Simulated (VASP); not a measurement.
# Ag (P6_3/mmc) in VASP: notebook, part 2 of 2

VASP 6.6.1. Earlier steps stand in the parts before.

## 4. Single point, LDA

This run uses another cell than the first one, of the same volume but with other edges.

INCAR reads:

```
SYSTEM = Ag
ALGO = Fast
EDIFF = 1E-6
ENCUT = 520
ISIF = 2
ISMEAR = 1
LASPH = .True.
LCHARG = .True.
LELF = .True.
LREAL = .False.
LVHAR = .True.
LWAVE = .False.
NBANDS = 18
NELM = 60
PREC = Accurate
SIGMA = 0.1
```

KPOINTS reads:

```
k-points
0
Gamma
  24 24 12
  0 0 0
```

POSCAR reads:

```
Ag
1.0
    3.0125763338      0.0000000000      0.0000000000
   -1.5062881669      2.6089676359      0.0000000000
    0.0000000000      0.0000000000      4.5310000292
Ag
2
Direct
    0.3333333333      0.6666666667      0.2500000000
    0.6666666667      0.3333333333      0.7500000000
```

Potentials or basis: VASP PAW LDA potentials, release 64 (Ag).

Command:

```console
> cat potpaw_LDA.64/Ag/POTCAR > POTCAR
> mpirun -np 1 vasp_std > vasp.out
```

OUTCAR:

```text
SYSTEM = Ag
   EDIFF = 1E-6
   ENCUT = 520
   ISIF = 2
   ISMEAR = 1
   LASPH = .True.
   LREAL = .False.
   NELM = 60
   PREC = Accurate

 ion  position               nearest neighbor table
   1  0.333  0.667  0.250-   2 2.86   2 2.86   2 2.86   2 2.86   2 2.86   2 2.86
   2  0.667  0.333  0.750-   1 2.86   1 2.86   1 2.86   1 2.86   1 2.86   1 2.86

  LATTYP: Found a hexagonal cell.
 ALAT       =     3.0125763338
 C/A-ratio  =     1.5040282891

  Lattice vectors:

 A1 = (   3.0125763338,   0.0000000000,   0.0000000000)
 A2 = (  -1.5062881669,   2.6089676359,   0.0000000000)
 A3 = (   0.0000000000,   0.0000000000,   4.5310000292)

Analysis of symmetry for initial positions (statically):
=====================================================================
 Subroutine PRICEL returns:
 Original cell was already a primitive cell.

 Routine SETGRP: Setting up the symmetry group for a
 hexagonal supercell.

 Subroutine GETGRP returns: Found 24 space group operations
 (whereof 12 operations were pure point group operations)
 out of a pool of 24 trial point group operations.

The static configuration has the point symmetry D_3d.
 The point group associated with its full space group is D_6h.

Analysis of symmetry for dynamics (positions and initial velocities):
=====================================================================
 Subroutine PRICEL returns:
 Original cell was already a primitive cell.

 Routine SETGRP: Setting up the symmetry group for a
 hexagonal supercell.

 Subroutine GETGRP returns: Found 24 space group operations
 (whereof 12 operations were pure point group operations)
 out of a pool of 24 trial point group operations.

The dynamic configuration has the point symmetry D_3d.
 The point group associated with its full space group is D_6h.

 Subroutine INISYM returns: Found 24 space group operations
 (whereof 12 operations are pure point group operations),
 and found     1 'primitive' translations

----------------------------------------------------------------------------------------

                                     Primitive cell

  volume of cell :      35.6124

  direct lattice vectors                    reciprocal lattice vectors
     3.012576334  0.000000000  0.000000000     0.331941796  0.191646686  0.000000000
    -1.506288167  2.608967636  0.000000000     0.000000000  0.383293371  0.000000000
     0.000000000  0.000000000  4.531000029     0.000000000  0.000000000  0.220701830

  length of vectors
     3.012576334  3.012576334  4.531000029     0.383293371  0.383293371  0.220701830

  position of ions in fractional coordinates (direct lattice)
     0.333333333  0.666666667  0.250000000
     0.666666667  0.333333333  0.750000000

  ion indices of the primitive-cell ions
   primitive index   ion index
                 1           1
                 2           2

----------------------------------------------------------------------------------------

 KPOINTS: k-points

Automatic generation of k-mesh.
 Grid dimensions read from file:
 generate k-points for:   24   24   12

 Generating k-lattice:

  Cartesian coordinates                     Fractional coordinates (reciprocal lattice)
     0.013830908  0.007985279  0.000000000     0.041666667  0.000000000  0.000000000
     0.000000000  0.015970557  0.000000000     0.000000000  0.041666667  0.000000000
     0.000000000  0.000000000  0.018391819     0.000000000  0.000000000  0.083333333

  Length of vectors
     0.015970557  0.015970557  0.018391819

  Shift w.r.t. Gamma in fractional coordinates (k-lattice)
     0.000000000  0.000000000  0.000000000

 Subroutine IBZKPT returns following result:
 ===========================================

 Found    427 irreducible k-points:

 Following reciprocal coordinates:
            Coordinates               Weight
  0.000000  0.000000  0.000000      1.000000
  0.041667 -0.000000  0.000000      6.000000
  0.083333  0.000000  0.000000      6.000000
  0.125000 -0.000000  0.000000      6.000000
  0.166667  0.000000  0.000000      6.000000
  0.208333 -0.000000  0.000000      6.000000
[... 16 lines left out ...]
  0.416667  0.041667  0.000000     12.000000
  0.458333  0.041667  0.000000     12.000000
 [... further k-points ...]
   k-points           NKPTS =    427   k-points in BZ     NKDIM =    427   number of bands    NBANDS=     18
   number of dos      NEDOS =    301   number of ions     NIONS =      2
   total plane-waves  NPLWV =  20736
   dimension x,y,z NGX =    24 NGY =   24 NGZ =   36
   dimension x,y,z NGXF=    48 NGYF=   48 NGZF=   72
   ions per type =               2
   NGX,Y,Z   is equivalent  to a cutoff of  13.24, 13.24, 13.21 a.u.
   NGXF,Y,Z  is equivalent  to a cutoff of  26.49, 26.49, 26.42 a.u.
 SYSTEM =  Ag
   PREC   = accura    normal or accurate (medium, high low for compatibility)
   ISTART =      0    job   : 0-new  1-cont  2-samecut
   ICHARG =      2    charge: 1-file 2-atom 10-const
   ISPIN  =      1    spin polarized calculation?
   LNONCOLLINEAR =      F non collinear calculations
   LSORBIT =      F    spin-orbit coupling
   LASPH  =      T    aspherical Exc in radial PAW
   ENCUT  =  520.0 eV  38.22 Ry    6.18 a.u.   5.60  5.60  8.42*2*pi/ulx,y,z
   NELM   =     60;   NELMIN=  2; NELMDL= -5     # of ELM steps
   EDIFF  = 0.1E-05   stopping-criterion for ELM
   LREAL  =      F    real-space projection
   EDIFFG = 0.1E-04   stopping-criterion for IOM
   NSW    =      0    number of steps for IOM
   IBRION =     -1    ionic relax: 0-MD 1-quasi-New 2-CG
   NFREE  =      0    steps in history (QN), initial steepest desc. (CG)
   ISIF   =      2    stress and relaxation
   ISYM   =      2    0-nonsym 1-usesym 2-fastsym
   POTIM  = 0.5000    time-step for ionic-motion
   TEBEG  =    0.0;   TEEND  =   0.0 temperature during run
   PSTRESS=    0.0 pullay stress
   NELECT =      22.0000    total number of electrons
   NUPDOWN=      -1.0000    fix difference up-down
   EMIN   =  10.00;   EMAX   =-10.00  energy-range for DOS
   EFERMI =   0.00;   METHOD = LEGACY
   ISMEAR =     1;   SIGMA  =   0.10  broadening in eV -4-tet -1-fermi 0-gaus
   EFERMI_NEDOS =   21; number of points for ismear=-14 and -15
   IALGO  =     68    algorithm
   IMIX   =      4    mixing-type and parameters
     AMIX     =   0.40;   BMIX     =  1.00
     AMIX_MAG =   1.60;   BMIX_MAG =  1.00
  volume/ion in A,a.u.               =      17.81       120.16
  Fermi-wavevector in a.u.,A,eV,Ry     =   1.394276  2.634800 26.449806  1.944006
  Thomas-Fermi vector in A             =   2.517841
   LORBIT       =      0    0 simple, 1 ext, 2 COOP (PROOUT), +10 PAW based schemes
   GGA     = CA    functional components
   LHFCALC =     F    Hartree Fock is set to
   AEXX    =    0.0000 exact exchange contribution
   IVDW    =     0    specifies the selected vdW correction
   LEPSILON=     F    determine dielectric tensor
   LRPA    =     F    only Hartree local field effects (RPA)
 non-spin polarized calculation
 RMM-DIIS sequential band-by-band and
 Methfessel and Paxton  Order N= 1 SIGMA  =   0.10
  energy-cutoff  :      520.00
  volume of cell :       35.61
 maximum number of plane-waves:      1001
 NGX is ok and might be reduce to    24

 number of electron      21.9999994 magnetization

 Free energy of the ion-electron system (eV)
  ---------------------------------------------------
  ext. energy  EPLUGINS =         0.00000000
  ---------------------------------------------------
  free energy    TOTEN  =        -7.38369847 eV

  energy without entropy =       -7.38361762  energy(sigma->0) =       -7.38367152

 E-fermi :   7.5903     XC(G=0): -12.3241

 val. band max:        7.5889690290   @ k =   0.1250   0.1250   0.2500
 cond. band min:       7.5909083168   @ k =   0.2917   0.2500   0.1667
 fundamental gap:      0.0019392878
 Fermi energy:         7.5902676727

 k-point     1 :       0.0000    0.0000    0.0000
  band No.  band energies     occupation
      1       0.0349      2.00000
      2       1.4555      2.00000
      3       3.0202      2.00000
      4       3.0202      2.00000
      5       3.2623      2.00000
      6       3.2965      2.00000
[... 10 lines left out ...]
     17      24.9603      0.00000
     18      26.2374      0.00000
[... 463 lines left out ...]
 k-point    24 :       0.4583    0.0417    0.0000
  band No.  band energies     occupation
      1       1.5467      2.00000
      2       1.8402      2.00000
      3       1.8517      2.00000
      4       2.6551      2.00000
      5       3.4072      2.00000
      6       3.6016      2.00000
[... 10 lines left out ...]
     17      18.2541      0.00000
     18      22.9569      0.00000

 [... further k-points ...]
[... 5 lines left out ...]
  --------------------------------------------------------------------------------------
  -------------------------------------------------------------------------------------
  Total       -2.5724955     -2.5724955     -1.3730226      0.0000000      0.0000000      0.0000000
  in kB     -115.7349117   -115.7349117    -61.7713997      0.0000000      0.0000000      0.0000000
  external PRESSURE =     -97.7470744 kB  Pullay stress =       0.0000000 kB

 VOLUME and BASIS-vectors are now :
 -----------------------------------------------------------------------------
  energy-cutoff  :      520.00
  volume of cell :       35.61
      direct lattice vectors                 reciprocal lattice vectors
     3.012576334  0.000000000  0.000000000     0.331941796  0.191646686  0.000000000
    -1.506288167  2.608967636  0.000000000     0.000000000  0.383293371  0.000000000
     0.000000000  0.000000000  4.531000029     0.000000000  0.000000000  0.220701830

 POSITION                                       TOTAL-FORCE (eV/Angst)
 -----------------------------------------------------------------------------------
     -0.00000      1.73931      1.13275        -0.000000      0.000000      0.000000
      1.50629      0.86966      3.39825         0.000000      0.000000      0.000000
 -----------------------------------------------------------------------------------
    total drift:                               -0.000000      0.000000     -0.000000

  FREE ENERGIE OF THE ION-ELECTRON SYSTEM (eV)
  ---------------------------------------------------
  free  energy   TOTEN  =        -7.3836984682 eV

  energy  without entropy=       -7.3836176208  energy(sigma->0) =       -7.38367152
```

It took 2 min on 1 thread of Intel Xeon 6975P-C, shared host; peak memory 0.32 GiB.

Results:

```yaml
Free_energy: -7.3837 eV
Pressure: -9.8 GPa
Band_gap_on_the_k_mesh: zero (band 11 reaches 11.15 eV, above the bottom of band 12 at 4.27 eV)
```

Levels at points of the mesh, in eV from the Fermi level:
```csv
k point,band 7,band 8,band 9,band 10,band 11,band 12,band 13,band 14,band 15,band 16
"(0.00, 0.00, 0.00)",-4.29,-4.28,-4.28,-3.04,-3.04,0.28,4.41,14.92,16.30,16.30
"(0.50, 0.00, 0.00)",-3.82,-3.14,-2.93,-2.74,-0.18,1.01,7.15,7.28,9.36,9.48
"(0.00, 0.00, 0.50)",-4.25,-4.25,-3.32,-3.32,-3.32,-3.32,12.55,12.55,15.26,15.26
"(0.50, 0.00, 0.50)",-3.12,-3.12,-3.00,-3.00,0.65,0.65,4.12,4.12,12.59,12.59
```

## 5. Summary

| cell | gap on the mesh (eV) | pressure (GPa) |
| --- | --- | --- |
| a = 3.093, b = 3.093, c = 4.298 Å, angles 90.0, 90.0, 120.0°, 2 atoms | none | -7.9 |
| a = 2.757, b = 2.757, c = 5.409 Å, angles 90.0, 90.0, 120.0°, 2 atoms | none | -6.4 |
| a = 3.013, b = 3.013, c = 4.531 Å, angles 90.0, 90.0, 120.0°, 2 atoms | none | -9.8 |

Alike in all rows: task single point; level LDA; potentials or basis VASP PAW LDA potentials, release 64 (Ag); no spin polarisation; k mesh 24 × 24 × 12; cutoff (eV) 520; smearing methfessel-paxton 0.1 eV.

Total energies depend on the potentials used, so only differences within one code and one set of settings carry meaning.
